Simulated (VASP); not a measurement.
# SnSe (Fm-3m) in VASP: further runs

The runs below take SnSe through relaxation of cell and atoms, with PBEsol.

All numbers are computed with VASP 6.6.1; they aren't measurements. Logs are shortened: lines on timing, memory, paths and dates and some standing lists are left out, and cuts for length are marked.

## (1) The cell of the first run

It takes space group Fm-3m (No. 225, cubic). The conventional cell has a = 6.020 Å, b = 6.020 Å, c = 6.020 Å, α = 90.00°, β = 90.00°, γ = 90.00°. Within 4.0 Å of Sn (site symmetry m-3m) lie 6 Se at 3.01 Å. Se (site symmetry m-3m) has 6 Sn at 3.01 Å within 4.0 Å.

## (2) Relaxation of cell and atoms, PBEsol

The input, INCAR:

```
SYSTEM = SnSe
ALGO = Normal
EDIFF = 1E-7
EDIFFG = -0.005
ENCUT = 600
GGA = PS
IBRION = 2
ISIF = 3
ISMEAR = -1
LASPH = .True.
LCHARG = .False.
LREAL = .False.
LWAVE = .False.
NELM = 100
NSW = 80
PREC = Accurate
SIGMA = 0.05
```

The input, KPOINTS:

```
k-points
0
Gamma
  8 8 8
  0 0 0
```

The input, POSCAR:

```
SnSe
1.0
    0.0000000000      3.0100000000      3.0100000000
    3.0100000000      0.0000000000      3.0100000000
    3.0100000000      3.0100000000      0.0000000000
Sn Se
1 1
Direct
    0.0000000000      0.0000000000      0.0000000000
    0.5000000000      0.5000000000      0.5000000000
```

Potentials or basis: VASP PAW PBE potentials, release 64 (Sn_d, Se).

The run is started by

```console
$ cat potpaw_PBE.64/Sn_d/POTCAR potpaw_PBE.64/Se/POTCAR > POTCAR
$ mpirun -np 1 vasp_std > vasp.out
```

OUTCAR:

```text
SYSTEM = SnSe
   EDIFF = 1E-7
   EDIFFG = -0.005
   ENCUT = 600
   GGA = PS
   IBRION = 2
   ISIF = 3
   ISMEAR = -1
   LASPH = .True.
   LREAL = .False.
   NELM = 100
   NSW = 80
   PREC = Accurate

 ion  position               nearest neighbor table
   1  0.000  0.000  0.000-   2 3.01   2 3.01   2 3.01   2 3.01   2 3.01   2 3.01
   2  0.500  0.500  0.500-   1 3.01   1 3.01   1 3.01   1 3.01   1 3.01   1 3.01

  LATTYP: Found a face centered cubic cell.
 ALAT       =     6.0200000000

  Lattice vectors:

 A1 = (   0.0000000000,   3.0100000000,   3.0100000000)
 A2 = (   3.0100000000,   0.0000000000,   3.0100000000)
 A3 = (   3.0100000000,   3.0100000000,   0.0000000000)

Analysis of symmetry for initial positions (statically):
=====================================================================
 Subroutine PRICEL returns:
 Original cell was already a primitive cell.

 Routine SETGRP: Setting up the symmetry group for a
 face centered cubic supercell.

 Subroutine GETGRP returns: Found 48 space group operations
[... 9 lines left out ...]

 Routine SETGRP: Setting up the symmetry group for a
 face centered cubic supercell.

 Subroutine GETGRP returns: Found 48 space group operations
[... 11 lines left out ...]
                                     Primitive cell

  volume of cell :      54.5418

  direct lattice vectors                    reciprocal lattice vectors
     0.000000000  3.010000000  3.010000000    -0.166112957  0.166112957  0.166112957
     3.010000000  0.000000000  3.010000000     0.166112957 -0.166112957  0.166112957
     3.010000000  3.010000000  0.000000000     0.166112957  0.166112957 -0.166112957

  length of vectors
     4.256782823  4.256782823  4.256782823     0.287716081  0.287716081  0.287716081

  position of ions in fractional coordinates (direct lattice)
     0.000000000  0.000000000  0.000000000
     0.500000000  0.500000000  0.500000000

  ion indices of the primitive-cell ions
   primitive index   ion index
                 1           1
                 2           2

----------------------------------------------------------------------------------------

 KPOINTS: k-points

Automatic generation of k-mesh.
 Grid dimensions read from file:
 generate k-points for:    8    8    8

 Generating k-lattice:

  Cartesian coordinates                     Fractional coordinates (reciprocal lattice)
    -0.020764120  0.020764120  0.020764120     0.125000000  0.000000000  0.000000000
     0.020764120 -0.020764120  0.020764120     0.000000000  0.125000000  0.000000000
[... 74 lines left out ...]
   EFERMI_NEDOS =   21; number of points for ismear=-14 and -15
   IALGO  =     38    algorithm
   IMIX   =      4    mixing-type and parameters
     AMIX     =   0.40;   BMIX     =  1.00
     AMIX_MAG =   1.60;   BMIX_MAG =  1.00
  volume/ion in A,a.u.               =      27.27       184.03
  Fermi-wavevector in a.u.,A,eV,Ry     =   1.171768  2.214321 18.681350  1.373040
  Thomas-Fermi vector in A             =   2.308207
   LORBIT       =      0    0 simple, 1 ext, 2 COOP (PROOUT), +10 PAW based schemes
   GGA     = PS    functional components
   LHFCALC =     F    Hartree Fock is set to
   AEXX    =    0.0000 exact exchange contribution
   IVDW    =     0    specifies the selected vdW correction
   LEPSILON=     F    determine dielectric tensor
   LRPA    =     F    only Hartree local field effects (RPA)
 conjugate gradient relaxation of ions
 non-spin polarized calculation
  energy-cutoff  :      600.00
  volume of cell :       54.54
 maximum number of plane-waves:      1841
 NGX is ok and might be reduce to    36
   NGX = 17   NGY = 17   NGZ = 17

--------------------------------------- Ionic step        1  -------------------------------------------

 number of electron      19.9999999 magnetization

 Free energy of the ion-electron system (eV)
  ---------------------------------------------------
  ext. energy  EPLUGINS =         0.00000000
  ---------------------------------------------------
  free energy    TOTEN  =        -8.97424831 eV

  energy without entropy =       -8.97420841  energy(sigma->0) =       -8.97422836

------------------------ aborting loop because EDIFF is reached ----------------------------------------

  FORCE on cell =-STRESS in cart. coord.  units (eV):
  Direction    XX          YY          ZZ          XY          YZ          ZX
  --------------------------------------------------------------------------------------
  -------------------------------------------------------------------------------------
  Total       -0.6465788     -0.6465788     -0.6465788      0.0000000      0.0000000     -0.0000000
  in kB      -18.9933946    -18.9933946    -18.9933946      0.0000000      0.0000000     -0.0000000
  external PRESSURE =     -18.9933946 kB  Pullay stress =       0.0000000 kB
[... 59 lines left out ...]
--------------------------------------- Ionic step        3  -------------------------------------------

 number of electron      19.9999998 magnetization

 Free energy of the ion-electron system (eV)
  ---------------------------------------------------
  ext. energy  EPLUGINS =         0.00000000
  ---------------------------------------------------
  free energy    TOTEN  =        -8.98612630 eV

  energy without entropy =       -8.98609047  energy(sigma->0) =       -8.98610838

 E-fermi :   6.0962     XC(G=0):  -9.9412

 val. band max:        5.7392632711   @ k =   0.5000   0.0000   0.0000
 cond. band min:       6.4867395428   @ k =  -0.3750   0.1250   0.0000
 fundamental gap:      0.7474762718
 Fermi energy:         6.0962076869

 k-point     1 :       0.0000    0.0000    0.0000
  band No.  band energies     occupation
      1     -15.6290      2.00000
      2     -15.6290      2.00000
      3     -15.6280      2.00000
      4     -15.6280      2.00000
      5     -15.6280      2.00000
      6      -8.2802      2.00000
      7       0.8622      2.00000
      8       3.5632      2.00000
      9       3.5632      2.00000
     10       3.5632      2.00000
     11      10.2733      0.00000
     12      10.2733      0.00000
     13      10.2733      0.00000
     14      11.6115      0.00000
[... 377 lines left out ...]
      1     -15.6457      2.00000
      2     -15.6330      2.00000
      3     -15.6223      2.00000
      4     -15.6177      2.00000
      5     -15.6114      2.00000
      6      -7.0927      2.00000
      7      -1.9752      2.00000
      8       1.9311      2.00000
      9       2.5097      2.00000
     10       5.0711      2.00000
     11       6.8255      0.00000
     12       9.0015      0.00000
     13       9.9619      0.00000
     14      12.9951      0.00000

 [... further k-points ...]
[... 5 lines left out ...]
  --------------------------------------------------------------------------------------
  -------------------------------------------------------------------------------------
  Total        0.0033521      0.0033521      0.0033521      0.0000000     -0.0000000      0.0000000
  in kB        0.1021151      0.1021151      0.1021151      0.0000000     -0.0000000      0.0000000
  external PRESSURE =       0.1021151 kB  Pullay stress =       0.0000000 kB
[... 17 lines left out ...]
  FREE ENERGIE OF THE ION-ELECTRON SYSTEM (eV)
  ---------------------------------------------------
  free  energy   TOTEN  =        -8.9861262969 eV

  energy  without entropy=       -8.9860904666  energy(sigma->0) =       -8.98610838

 reached required accuracy - stopping structural energy minimisation
```

Wall time 55 s (1 thread of Intel Xeon 6975P-C, shared host); peak memory 0.23 GiB.

What came out:

```yaml
Free_energy: -8.9861 eV
Relaxed_volume: 26.30 Å³/atom
Relaxed_cell: a = 4.205 Å, b = 4.205 Å, c = 4.205 Å, α = 60.00°, β = 60.00°, γ = 60.00°
Space_group_after_relaxing_to_0.05_Å: Fm-3m (No. 225)
Energy_gained_by_relaxing: 5.9 meV/atom
Ionic_steps: 3
Pressure_after_relaxing: 0.0 GPa
Band_gap_on_the_k_mesh: 0.75 eV, indirect (least direct gap 0.81 eV)
```

Step by step:
```
step  energy change (eV)  largest force (eV/Å)  pressure (GPa)  volume (Å³)
   1              0.0000                0.0000           -1.90        54.54
   2             -0.0108                0.0000            0.62        52.03
   3             -0.0119                0.0000            0.01        52.59
```

Final structure:
```
CELL_PARAMETERS angstrom
0.00000 2.97374 2.97374
2.97374 0.00000 2.97374
2.97374 2.97374 0.00000
ATOMIC_POSITIONS crystal
Sn 0.00000 0.00000 0.00000
Se 0.50000 0.50000 0.50000
```

Caveat: the PAW data sets were made with another functional, which shifts forces and pressure a little; spin-orbit coupling is left out, which moves the levels of the heavy elements. A k mesh can miss the band edges.

(Part 1 of 2 ends here.)
